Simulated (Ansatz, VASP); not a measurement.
Ca in VASP and in Ansatz

```
CELL_PARAMETERS angstrom
0.00000 2.79420 3.01774
2.79420 0.00000 3.01774
2.79420 2.79420 0.00000
ATOMIC_POSITIONS crystal
Ca 0.00000 0.00000 0.00000
```

Change from the starting cell: strain +0.000 along x and y, +0.080 along z, atoms carried along.

Alike in both runs: task single point; functional PBEsol; k mesh 14 × 14 × 14; occupations gaussian, width 0.15 eV; no spin polarisation.

|  | VASP | Ansatz |
| --- | --- | --- |
| version | VASP 6.6.1 | Ansatz 0.2.0 |
| potentials or method | VASP PAW PBE potentials, release 64 (Ca_sv), cutoff 520 eV | scalar-relativistic, plane waves, PAW |
| valence electrons in the cell | 10 | 10 |

```tsv
	VASP	Ansatz	Ansatz less VASP
gap on the k mesh at the Fermi level (eV)	none	none	-
pressure (GPa)	-2.1	-2.1	0.00
traceless stress, the component that is largest in VASP (GPa)	-0.51	-0.51	0.000
```

VASP's potentials were made for PBE, not for PBEsol. A gap of «none» marks a metal or a gap that the smearing closes.
